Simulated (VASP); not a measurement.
# Co (Im-3m) in VASP: a series of runs

Co is run at these levels: LDA; tasks: single point, relaxation of cell and atoms.

Everything below comes from runs of VASP 6.6.1. Logs are shortened: lines on timing, memory, paths and dates and some standing lists are left out, and cuts for length are marked.

## Step 1: The cell of the first run

Symmetry: Im-3m, No. 229, cubic system. The conventional cell has a = 2.700 Å, b = 2.700 Å, c = 2.700 Å, α = 90.00°, β = 90.00°, γ = 90.00°. Co (site symmetry m-3m) has 14 Co at 2.34 to 2.70 Å within 3.1 Å.

## Step 2: Single point, LDA, collinear spin, ferromagnetic start

INCAR

```
SYSTEM = Co
  PREC = Accurate
  ENCUT = 520
  EDIFF = 1E-7
  ISMEAR = -1
  SIGMA = 0.05
  LREAL = .FALSE.
  LASPH = .TRUE.
  NELM = 150
  ALGO = Normal
  ISIF = 2
  LWAVE = .FALSE.
  LCHARG = .FALSE.
  ISPIN = 2
  MAGMOM = 1.655 1.655
  LORBIT = 11
  LMAXMIX = 4
  NBANDS = 20
```

KPOINTS

```
regular mesh
0
G
  13 13 13
  0 0 0
```

POSCAR

```
Co
1.0
    2.7004234380      0.0000000000      0.0000000000
    0.0000000000      2.7004234380      0.0000000000
    0.0000000000      0.0000000000      2.7004234380
Co
2
Direct
    0.0000000000      0.0000000000      0.0000000000
    0.5000000000      0.5000000000      0.5000000000
```

Potentials or basis: VASP PAW LDA potentials, release 64 (Co).

Started as:

```
> cat potpaw_LDA.64/Co/POTCAR > POTCAR
> mpirun -np 1 vasp_std > vasp.out
```

OUTCAR:

```text
SYSTEM = Co
   PREC = Accurate
   ENCUT = 520
   EDIFF = 1E-7
   ISMEAR = -1
   LREAL = .FALSE.
   LASPH = .TRUE.
   NELM = 150
   ISIF = 2
   ISPIN = 2
   LORBIT = 11

 ion  position               nearest neighbor table
   1  0.000  0.000  0.000-   2 2.34   2 2.34   2 2.34   2 2.34   2 2.34   2 2.34   2 2.34   2 2.34

   2  0.500  0.500  0.500-   1 2.34   1 2.34   1 2.34   1 2.34   1 2.34   1 2.34   1 2.34   1 2.34

  LATTYP: Found a simple cubic cell.
 ALAT       =     2.7004234380

  Lattice vectors:

 A1 = (   2.7004234380,   0.0000000000,   0.0000000000)
 A2 = (   0.0000000000,   2.7004234380,   0.0000000000)
 A3 = (   0.0000000000,   0.0000000000,   2.7004234380)

Analysis of symmetry for initial positions (statically):
=====================================================================
 Subroutine PRICEL returns following result:

  LATTYP: Found a body centered cubic cell.
 ALAT       =     2.7004234380

  Lattice vectors:

 A1 = (   1.3502117190,   1.3502117190,  -1.3502117190)
 A2 = (  -1.3502117190,   1.3502117190,   1.3502117190)
 A3 = (   1.3502117190,  -1.3502117190,   1.3502117190)

   2 primitive cells build up your supercell.

 Routine SETGRP: Setting up the symmetry group for a
 simple cubic supercell.

 Subroutine GETGRP returns: Found 48 space group operations
 (whereof 48 operations were pure point group operations)
 out of a pool of 48 trial point group operations.

The static configuration has the point symmetry O_h .

Analysis of symmetry for dynamics (positions and initial velocities):
=====================================================================
 Subroutine PRICEL returns following result:

  LATTYP: Found a body centered cubic cell.
 ALAT       =     2.7004234380

  Lattice vectors:

 A1 = (   1.3502117190,   1.3502117190,  -1.3502117190)
 A2 = (  -1.3502117190,   1.3502117190,   1.3502117190)
 A3 = (   1.3502117190,  -1.3502117190,   1.3502117190)

   2 primitive cells build up your supercell.

 Routine SETGRP: Setting up the symmetry group for a
 simple cubic supercell.

 Subroutine GETGRP returns: Found 48 space group operations
 (whereof 48 operations were pure point group operations)
 out of a pool of 48 trial point group operations.

The dynamic configuration has the point symmetry O_h .

Analysis of structural, dynamic, and magnetic symmetry:
=====================================================================
 Subroutine PRICEL returns following result:

  LATTYP: Found a body centered cubic cell.
 ALAT       =     2.7004234380

  Lattice vectors:

 A1 = (   1.3502117190,   1.3502117190,  -1.3502117190)
 A2 = (  -1.3502117190,   1.3502117190,   1.3502117190)
 A3 = (   1.3502117190,  -1.3502117190,   1.3502117190)

   2 primitive cells build up your supercell.

 Routine SETGRP: Setting up the symmetry group for a
 simple cubic supercell.

 Subroutine GETGRP returns: Found 48 space group operations
 (whereof 48 operations were pure point group operations)
 out of a pool of 48 trial point group operations.

The overall configuration has the point symmetry O_h .

 Subroutine INISYM returns: Found 48 space group operations
 (whereof 48 operations are pure point group operations),
 and found     2 'primitive' translations

----------------------------------------------------------------------------------------

                                     Primitive cell

  volume of cell :       9.8461

  direct lattice vectors                    reciprocal lattice vectors
     1.350211719  1.350211719 -1.350211719     0.370312295  0.370312295  0.000000000
    -1.350211719  1.350211719  1.350211719    -0.000000000  0.370312295  0.370312295
     1.350211719 -1.350211719  1.350211719     0.370312295  0.000000000  0.370312295

  length of vectors
     2.338635298  2.338635298  2.338635298     0.523700669  0.523700669  0.523700669

  position of ions in fractional coordinates (direct lattice)
     0.000000000  0.000000000  0.000000000

  ion indices of the primitive-cell ions
   primitive index   ion index
                 1           1

----------------------------------------------------------------------------------------

 KPOINTS: regular mesh

Automatic generation of k-mesh.
 Grid dimensions read from file:
 generate k-points for:   13   13   13

 Generating k-lattice:

  Cartesian coordinates                     Fractional coordinates (reciprocal lattice)
     0.028485561  0.000000000  0.000000000     0.076923077  0.000000000  0.000000000
     0.000000000  0.028485561  0.000000000     0.000000000  0.076923077  0.000000000
     0.000000000  0.000000000  0.028485561     0.000000000  0.000000000  0.076923077

  Length of vectors
     0.028485561  0.028485561  0.028485561

  Shift w.r.t. Gamma in fractional coordinates (k-lattice)
     0.000000000  0.000000000  0.000000000

 Subroutine IBZKPT returns following result:
 ===========================================

 Found     84 irreducible k-points:

 Following reciprocal coordinates:
            Coordinates               Weight
  0.000000  0.000000  0.000000      1.000000
  0.076923  0.000000  0.000000      6.000000
  0.153846  0.000000  0.000000      6.000000
  0.230769  0.000000  0.000000      6.000000
  0.307692  0.000000  0.000000      6.000000
  0.384615  0.000000  0.000000      6.000000
[... 16 lines left out ...]
  0.307692  0.307692  0.000000     12.000000
  0.384615  0.307692  0.000000     24.000000
 [... further k-points ...]
   k-points           NKPTS =     84   k-points in BZ     NKDIM =     84   number of bands    NBANDS=     20
   number of dos      NEDOS =    301   number of ions     NIONS =      2
   total plane-waves  NPLWV =   8000
   dimension x,y,z NGX =    20 NGY =   20 NGZ =   20
   dimension x,y,z NGXF=    40 NGYF=   40 NGZF=   40
   ions per type =               2
   NGX,Y,Z   is equivalent  to a cutoff of  12.31, 12.31, 12.31 a.u.
   NGXF,Y,Z  is equivalent  to a cutoff of  24.63, 24.63, 24.63 a.u.
 SYSTEM =  Co
   PREC   = accura    normal or accurate (medium, high low for compatibility)
   ISTART =      0    job   : 0-new  1-cont  2-samecut
   ICHARG =      2    charge: 1-file 2-atom 10-const
   ISPIN  =      2    spin polarized calculation?
   LNONCOLLINEAR =      F non collinear calculations
   LSORBIT =      F    spin-orbit coupling
   LASPH  =      T    aspherical Exc in radial PAW
   ENCUT  =  520.0 eV  38.22 Ry    6.18 a.u.   5.02  5.02  5.02*2*pi/ulx,y,z
   NELM   =    150;   NELMIN=  2; NELMDL= -5     # of ELM steps
   EDIFF  = 0.1E-06   stopping-criterion for ELM
   LREAL  =      F    real-space projection
   EDIFFG = 0.1E-05   stopping-criterion for IOM
   NSW    =      0    number of steps for IOM
   IBRION =     -1    ionic relax: 0-MD 1-quasi-New 2-CG
   NFREE  =      0    steps in history (QN), initial steepest desc. (CG)
   ISIF   =      2    stress and relaxation
   ISYM   =      2    0-nonsym 1-usesym 2-fastsym
   POTIM  = 0.5000    time-step for ionic-motion
   TEBEG  =    0.0;   TEEND  =   0.0 temperature during run
   PSTRESS=    0.0 pullay stress
   NELECT =      18.0000    total number of electrons
   NUPDOWN=      -1.0000    fix difference up-down
   EMIN   =  10.00;   EMAX   =-10.00  energy-range for DOS
   EFERMI =   0.00;   METHOD = LEGACY
   ISMEAR =    -1;   SIGMA  =   0.05  broadening in eV -4-tet -1-fermi 0-gaus
   EFERMI_NEDOS =   21; number of points for ismear=-14 and -15
   IALGO  =     38    algorithm
   IMIX   =      4    mixing-type and parameters
     AMIX     =   0.40;   BMIX     =  1.00
     AMIX_MAG =   1.60;   BMIX_MAG =  1.00
  volume/ion in A,a.u.               =       9.85        66.44
  Fermi-wavevector in a.u.,A,eV,Ry     =   1.588792  3.002382 34.344656  2.524261
  Thomas-Fermi vector in A             =   2.687741
   LORBIT       =     11    0 simple, 1 ext, 2 COOP (PROOUT), +10 PAW based schemes
   GGA     = CA    functional components
   LHFCALC =     F    Hartree Fock is set to
   AEXX    =    0.0000 exact exchange contribution
   IVDW    =     0    specifies the selected vdW correction
   LEPSILON=     F    determine dielectric tensor
   LRPA    =     F    only Hartree local field effects (RPA)
 spin polarized calculation
  energy-cutoff  :      520.00
  volume of cell :       19.69
 maximum number of plane-waves:       540
   NGX = 11   NGY = 11   NGZ = 11

 number of electron      17.9999992 magnetization       3.2150526

 Free energy of the ion-electron system (eV)
  ---------------------------------------------------
  ext. energy  EPLUGINS =         0.00000000
  ---------------------------------------------------
  free energy    TOTEN  =       -15.95622694 eV

  energy without entropy =      -15.93175843  energy(sigma->0) =      -15.94399268

 E-fermi :  11.6652     XC(G=0): -14.3185

 val. band max:       11.6630056149   @ k =   0.1538   0.1538   0.0769
 cond. band min:      11.6718333172   @ k =   0.4615   0.3846   0.0769
 fundamental gap:      0.0088277023
 Fermi energy:        11.6652243563

 spin component 1

 k-point     1 :       0.0000    0.0000    0.0000
  band No.  band energies     occupation
      1       1.8643      1.00000
      2       5.9276      1.00000
      3       5.9276      1.00000
      4       8.6262      1.00000
      5       8.6262      1.00000
      6       8.6262      1.00000
[... 12 lines left out ...]
     19      38.0588      0.00000
     20      38.0588      0.00000

 k-point     2 :       0.0769    0.0000    0.0000
  band No.  band energies     occupation
      1       1.9988      1.00000
      2       5.9858      1.00000
      3       5.9864      1.00000
      4       8.6248      1.00000
      5       8.6248      1.00000
      6       8.6629      1.00000
[... 12 lines left out ...]
     19      37.9707      0.00000
     20      37.9707      0.00000
[... 465 lines left out ...]
      3       7.7997      1.00000
      4       7.8239      1.00000
      5       8.4255      1.00000
      6       8.7352      1.00000
[... 12 lines left out ...]
     19      37.0855      0.00000
     20      38.9139      0.00000

 k-point    24 :       0.3846    0.3077    0.0000
  band No.  band energies     occupation
      1       5.5556      1.00000
      2       6.3115      1.00000
      3       7.7163      1.00000
      4       8.0950      1.00000
      5       8.2871      1.00000
      6       9.0277      1.00000
[... 12 lines left out ...]
     19      37.8027      0.00000
     20      40.5697      0.00000

 [... further k-points ...]

 spin component 2

 k-point     1 :       0.0000    0.0000    0.0000
  band No.  band energies     occupation
      1       2.1024      1.00000
      2       7.1357      1.00000
      3       7.1357      1.00000
      4      10.0071      1.00000
      5      10.0071      1.00000
      6      10.0071      1.00000
[... 12 lines left out ...]
     19      38.1623      0.00000
     20      38.1623      0.00000

 k-point     2 :       0.0769    0.0000    0.0000
  band No.  band energies     occupation
      1       2.2375      1.00000
      2       7.1898      1.00000
      3       7.1997      1.00000
      4      10.0030      1.00000
      5      10.0030      1.00000
      6      10.0462      1.00000
[... 12 lines left out ...]
     19      38.1034      0.00000
     20      38.1034      0.00000
[... 465 lines left out ...]
      3       8.9909      1.00000
      4       9.0876      1.00000
      5       9.7310      1.00000
      6       9.7922      1.00000
[... 12 lines left out ...]
     19      37.5448      0.00000
     20      39.2579      0.00000

 k-point    24 :       0.3846    0.3077    0.0000
  band No.  band energies     occupation
      1       6.1623      1.00000
      2       7.3255      1.00000
      3       8.9934      1.00000
      4       9.3817      1.00000
      5       9.4468      1.00000
      6       9.9709      1.00000
[... 12 lines left out ...]
     19      38.2837      0.00000
     20      40.9018      0.00000

 [... further k-points ...]
[... 5 lines left out ...]
  --------------------------------------------------------------------------------------
  -------------------------------------------------------------------------------------
  Total        1.1022177      1.1022177      1.1022177     -0.0000000      0.0000000      0.0000000
  in kB       89.6772619     89.6772619     89.6772619     -0.0000000      0.0000000      0.0000000
  external PRESSURE =      89.6772619 kB  Pullay stress =       0.0000000 kB

 VOLUME and BASIS-vectors are now :
 -----------------------------------------------------------------------------
  energy-cutoff  :      520.00
  volume of cell :       19.69
      direct lattice vectors                 reciprocal lattice vectors
     2.700423438  0.000000000  0.000000000     0.370312295  0.000000000  0.000000000
     0.000000000  2.700423438  0.000000000     0.000000000  0.370312295  0.000000000
     0.000000000  0.000000000  2.700423438     0.000000000  0.000000000  0.370312295

 POSITION                                       TOTAL-FORCE (eV/Angst)
 -----------------------------------------------------------------------------------
      0.00000      0.00000      0.00000        -0.000000     -0.000000     -0.000000
      1.35021      1.35021      1.35021         0.000000      0.000000      0.000000
 -----------------------------------------------------------------------------------
    total drift:                               -0.000000      0.000000      0.000000

  FREE ENERGIE OF THE ION-ELECTRON SYSTEM (eV)
  ---------------------------------------------------
  free  energy   TOTEN  =       -15.9562269393 eV

  energy  without entropy=      -15.9317584275  energy(sigma->0) =      -15.94399268

 total charge

# of ion       s       p       d       tot
------------------------------------------
    1        0.530   0.612   7.342   8.484
    2        0.530   0.612   7.342   8.484
--------------------------------------------------
tot          1.060   1.224  14.684  16.968

 magnetization (x)

# of ion       s       p       d       tot
------------------------------------------
    1       -0.004  -0.031   1.633   1.598
    2       -0.004  -0.031   1.633   1.598
--------------------------------------------------
tot         -0.009  -0.062   3.266   3.195
```

Wall time 34 s (1 thread of Intel Xeon Platinum 8375C at 2.90GHz (Ice Lake), shared host); peak memory 0.15 GiB.

Results:

* Free energy: -15.9562 eV
* Pressure: 9.0 GPa
* Net moment: 3.22 μB per cell
* Site moments: Co +1.60 μB
* Valence electrons inside the program's atomic spheres: Co 8.48

(Part 1 of 2 ends here.)
